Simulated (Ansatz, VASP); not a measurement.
# Sn: VASP beside Ansatz

File INCAR:

```
PREC = Accurate
ENCUT = 600
EDIFF = 1E-7
ISMEAR = -1
SIGMA = 0.1
LREAL = False
LASPH = True
NELM = 80
ALGO = Normal
ISIF = 3
LWAVE = False
LCHARG = False
GGA = CA
IBRION = 2
NSW = 60
EDIFFG = -0.005
```

The input KPOINTS:

```
Automatic mesh
0
Gamma
  15 15 15
```

POSCAR

```
Sn
1.0
   -1.9129311828      1.9129311828      1.9129311828
    1.9129311828     -1.9129311828      1.9129311828
    1.9129311828      1.9129311828     -1.9129311828
Sn
1
Direct
    0.0000000000      0.0000000000      0.0000000000
```

Input for Ansatz:

```yaml
crystal:
  lattice:
    - [-1.9129311828, 1.9129311828, 1.9129311828]
    - [1.9129311828, -1.9129311828, 1.9129311828]
    - [1.9129311828, 1.9129311828, -1.9129311828]
  atoms:
    - { symbol: Sn, position: [0.0, 0.0, 0.0] }
kpoints:
  mp_grid: { grid: [15, 15, 15] }
scf:
  occupations: { method: fermi_dirac, width: 0.1 }
hamiltonian:
  xc: lda
  pseudopotentials: { kind: paw }
output:
  forces: true
  stress: true
  write_density: true
  write_potential: true
  elf: true
  volumetric_format: npy
relax:
  f_tol: 0.005
  max_steps: 40
  cell: {}
```

Alike in both runs: task relaxation of cell and atoms; functional LDA; k mesh 15 × 15 × 15; occupations fermi-dirac, width 0.1 eV; no spin polarisation.

|  | VASP | Ansatz |
| --- | --- | --- |
| version | VASP 6.6.1 | Ansatz 0.2.0 |
| potentials or method | VASP PAW LDA potentials, release 64 (Sn_d) | PAW with Ansatz's default frozen-core files, scalar-relativistic |
| plane-wave cutoff (eV) | 600 | 420 |
| valence electrons in the cell | 14 | 14 |

```csv
,VASP,Ansatz,Ansatz less VASP
relaxed volume (Å³/atom),25.45,25.44,-0.015
relaxed length of the cell vector where the two differ most in proportion (Å),3.210,3.209,-0.0006
```

LDA's correlation is that of Perdew and Zunger in VASP and of Perdew and Wang (1992) in Ansatz.
